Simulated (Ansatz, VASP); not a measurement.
## Two plane-wave programs on BaC5

The input INCAR:

```
SYSTEM = BaC5
PREC = Accurate ; ENCUT = 600
EDIFF = 1E-7 ; ISMEAR = 0
SIGMA = 0.1 ; LREAL = .FALSE.
LASPH = .TRUE. ; NELM = 100
ALGO = Normal ; ISIF = 3
LWAVE = .FALSE. ; LCHARG = .FALSE.
GGA = PE ; IBRION = 2
NSW = 90 ; EDIFFG = -0.04
```

Contents of KPOINTS:

```
Automatic mesh
0
G
  6 6 4
  0 0 0
```

File POSCAR:

```
BaC5
1.0
    4.1601242100      0.0000000000      0.0000000000
   -2.0800621000      3.6027732500      0.0000000000
    0.0000000000      0.0000000000      4.2891480000
Ba C
1 5
Direct
    0.0000000000      0.0000000000      0.0000000000
    0.5000000000      0.0000000000      0.0000000000
    0.0000000000      0.5000000000      0.0000000000
    0.5000000000      0.5000000000      0.0000000000
    0.3333333300      0.6666666700      0.5000000000
    0.6666666700      0.3333333300      0.5000000000
```

Input for Ansatz:

```yaml
crystal:
  lattice:
    - [4.16012421, 0.0, 0.0]
    - [-2.0800621, 3.60277325, 0.0]
    - [0.0, 0.0, 4.289148]
  atoms:
    - { symbol: Ba, position: [0.0, 0.0, 0.0] }
    - { symbol: C, position: [0.5, 0.0, 0.0] }
    - { symbol: C, position: [0.0, 0.5, 0.0] }
    - { symbol: C, position: [0.5, 0.5, 0.0] }
    - { symbol: C, position: [0.33333333, 0.66666667, 0.5] }
    - { symbol: C, position: [0.66666667, 0.33333333, 0.5] }
basis:
  ecutwfc: 420
kpoints:
  mp_grid: { grid: [6, 6, 4] }
hamiltonian:
  xc: pbe
scf:
  occupations: { method: gaussian, width: 0.1 }
  lower_state_search: "off"
output:
  forces: true
  stress: true
  eigenvalues: true
relax:
  adjacent_minimum: "off"
  f_tol: 0.04
  max_steps: 70
  cell: { stress_tol: 0.4 }
```

Alike in both runs: task relaxation of cell and atoms; functional PBE; k mesh 6 × 6 × 4; occupations gaussian, width 0.1 eV; no spin polarisation.

|  | VASP | Ansatz |
| --- | --- | --- |
| version | VASP 6.6.1 | Ansatz 0.2.0 |
| potentials or method | VASP PAW PBE potentials, release 64 (Ba_sv, C), cutoff 600 eV | scalar-relativistic, plane waves, PAW |
| valence electrons in the cell | 30 | 30 |

```csv
,VASP,Ansatz,Ansatz less VASP
"gap on the k mesh at the Fermi level, each at its own relaxed structure (eV)",none,none,-
relaxed volume (Å³/atom),10.86,10.51,-0.348
relaxed cell length with the largest relative difference (Å),2.803,2.764,-0.0390
```

A gap of «none» marks a metal or a gap that the smearing closes.

The k mesh is coarse, so the values compare programs but aren't converged. Neither program's run includes spin-orbit coupling.
